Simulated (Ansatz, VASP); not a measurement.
ZrC in VASP and in Ansatz

The input INCAR:

```
PREC     = Accurate       # precision mode
ENCUT    = 520            # plane-wave cutoff, eV
EDIFF    = 1E-7           # SCF threshold, eV
ISMEAR   = -1             # smearing method
SIGMA    = 0.05           # smearing width, eV
LREAL    = F              # projectors in reciprocal space
LASPH    = T              # aspherical terms in the spheres
NELM     = 80             # most SCF steps
ALGO     = Normal         # electronic algorithm
ISIF     = 2              # what is computed and relaxed
LWAVE    = F              # write WAVECAR
LCHARG   = F              # write CHGCAR
GGA      = CA             # functional
NBANDS   = 24             # bands
```

File KPOINTS:

```
Automatic mesh
0
Gamma
  9 9 5
```

File POSCAR:

```
ZrC
1.0
    3.3914762718      0.0000000000      0.0000000000
   -1.6957381359      2.9371046077      0.0000000000
    0.0000000000      0.0000000000      5.2900530000
Zr C
2 2
Direct
    0.6666666667      0.3333333333      0.7500000000
    0.3333333333      0.6666666667      0.2500000000
    0.0000000000      0.0000000000      0.5000000000
    0.0000000000      0.0000000000      0.0000000000
```

input.yaml

```yaml
crystal:
  lattice:
    - [3.3914762718, 0.0, 0.0]
    - [-1.6957381359, 2.9371046077, 0.0]
    - [0.0, 0.0, 5.290053]
  atoms:
    - { symbol: Zr, position: [0.6666666667, 0.3333333333, 0.75] }
    - { symbol: Zr, position: [0.3333333333, 0.6666666667, 0.25] }
    - { symbol: C, position: [0.0, 0.0, 0.5] }
    - { symbol: C, position: [0.0, 0.0, 0.0] }
kpoints:
  mp_grid: { grid: [9, 9, 5] }
  band_path:
    path:
      - [0.0, 0.0, 0.0]
      - [0.5, 0.0, 0.0]
      - [0.3333333333, 0.3333333333, 0.0]
      - [0.0, 0.0, 0.0]
      - [0.0, 0.0, 0.5]
      - [0.5, 0.0, 0.5]
      - [0.3333333333, 0.3333333333, 0.5]
      - [0.0, 0.0, 0.5]
    npoints: 6
scf:
  occupations: { method: fermi_dirac, width: 0.05 }
hamiltonian:
  xc: lda
  pseudopotentials: { kind: all_electron, lapw: { basis_error: 0.002 } }
output:
  forces: true
  stress: true
  eigenvalues: true
```

Alike in both runs: functional LDA; k mesh 9 × 9 × 5; occupations fermi-dirac, width 0.05 eV; no spin polarisation.

|  | VASP | Ansatz |
| --- | --- | --- |
| version | VASP 6.6.1 | Ansatz 0.2.0 |
| potentials or method | VASP PAW LDA potentials, release 64 (Zr_sv, C), cutoff 520 eV | all-electron LAPW, scalar-relativistic |
| task | single point | band structure |

Ansatz gave:

* gap on the k mesh at the Fermi level (eV): none
* pressure (GPa): -11.7
* traceless stress, the component that is largest in VASP (GPa): 1.40

**Question.** Estimate VASP's values.

**Answer.** gap on the k mesh at the Fermi level (eV): none; pressure (GPa): -11.2; traceless stress, the component that is largest in VASP (GPa): 1.35.

LDA's correlation is that of Perdew and Zunger in VASP and of Perdew and Wang (1992) in Ansatz. A gap of «none» marks a metal or a gap that the smearing closes. Ansatz ran all-electron here, and VASP with PAW potentials.
